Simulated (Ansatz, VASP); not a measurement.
## Two plane-wave programs on AlN

Contents of INCAR:

```
SYSTEM = AlN
PREC = Accurate ; ENCUT = 520
EDIFF = 1E-7 ; ISMEAR = -1
SIGMA = 0.02 ; LREAL = .False.
LASPH = .True. ; NELM = 100
ALGO = Normal ; ISIF = 2
LWAVE = .False. ; LCHARG = .False.
GGA = PE ; NBANDS = 11
```

Contents of KPOINTS:

```
Automatic mesh
0
Gamma
  10 10 10
  0 0 0
```

The input POSCAR:

```
AlN
1.0
    0.0000000000      2.1411788842      2.2285739407
    2.1411788842      0.0000000000      2.2285739407
    2.1411788842      2.1411788842      0.0000000000
Al N
1 1
Direct
    0.0000000000      0.0000000000      0.0000000000
    0.2500000000      0.2500000000      0.2500000000
```

Input for Ansatz:

```yaml
crystal:
  lattice:
    - [0.0, 2.1411788842, 2.2285739407]
    - [2.1411788842, 0.0, 2.2285739407]
    - [2.1411788842, 2.1411788842, 0.0]
  atoms:
    - { symbol: Al, position: [0.0, 0.0, 0.0] }
    - { symbol: "N", position: [0.25, 0.25, 0.25] }
kpoints:
  mp_grid: { grid: [10, 10, 10] }
  band_path:
    path:
      - [0.0, 0.0, 0.0]
      - [-0.5, -0.5, 0.0]
      - [-0.375, -0.375, 0.25]
      - [-0.375, 0.0, 0.375]
      - [0.0, 0.0, 0.5]
      - [-0.5, -0.25, 0.25]
      - [0.088542, 0.088542, 0.177083]
      - [0.0, 0.5, 0.5]
    npoints: 1
hamiltonian:
  xc: pbe
scf:
  occupations: { method: fermi_dirac, width: 0.02 }
  n_extra_bands: 4
output:
  forces: true
  stress: true
  eigenvalues: true
```

Change from the starting cell: epitaxial_xy strain -2.0%.

Alike in both runs: task single point; functional PBE; k mesh 10 × 10 × 10; occupations fermi-dirac, width 0.02 eV; no spin polarisation.

|  | VASP | Ansatz |
| --- | --- | --- |
| version | VASP 6.6.1 | Ansatz 0.2.0 |
| potentials or method | VASP PAW PBE potentials, release 64 (Al, N) | plane waves, PAW |
| plane-wave cutoff (eV) | 520 | 420 |
| valence electrons in the cell | 8 | 8 |

Ansatz gave:

* gap on the k mesh at the Fermi level (eV): 3.21
* pressure (GPa): 9.0
* traceless stress, the component that is largest in VASP (GPa): -3.91

Question: What did VASP give for the same quantities?

Answer: gap on the k mesh at the Fermi level (eV): 3.20; pressure (GPa): 8.7; traceless stress, the component that is largest in VASP (GPa): -3.94.

The functional is the same, so the differences come from potentials, cutoffs and numerics.
